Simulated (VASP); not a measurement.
Here is a VASP 6.6.1 calculation.

The input INCAR:

```
SYSTEM = SiC
PREC = Accurate
ENCUT = 600
EDIFF = 1E-6
ISMEAR = 0
SIGMA = 0.1
LREAL = .FALSE.
LASPH = .TRUE.
NELM = 120
ALGO = Normal
ISIF = 2
LWAVE = .FALSE.
LCHARG = .TRUE.
GGA = PE
LELF = .TRUE.
LVHAR = .TRUE.
NBANDS = 11
GGA_COMPAT = .FALSE.
```

Contents of KPOINTS:

```
regular mesh
0
G
  8 8 8
  0 0 0
```

The input POSCAR:

```
SiC
1.0
    0.0000000000      1.8490670968      1.8490670968
    1.8490670968      0.0000000000      1.8490670968
    1.8490670968      1.8490670968      0.0000000000
C Si
1 1
Direct
    0.0000000000      0.0000000000      0.0000000000
    0.5000000000      0.5000000000      0.5000000000
```

Potentials or basis: VASP PAW PBE potentials, release 64 (C, Si).

Launch:

```bash
$ cat potpaw_PBE.64/C/POTCAR potpaw_PBE.64/Si/POTCAR > POTCAR
$ mpirun -np 1 vasp_std > vasp.out
```

Task: Predict the pressure.

Result: 124.6 GPa.

Task: Predict the band gap on the k mesh.

Result: 1.12 eV (least direct gap 6.60 eV).

Caveat: the cell stands under pressure. A k mesh can miss the band edges.
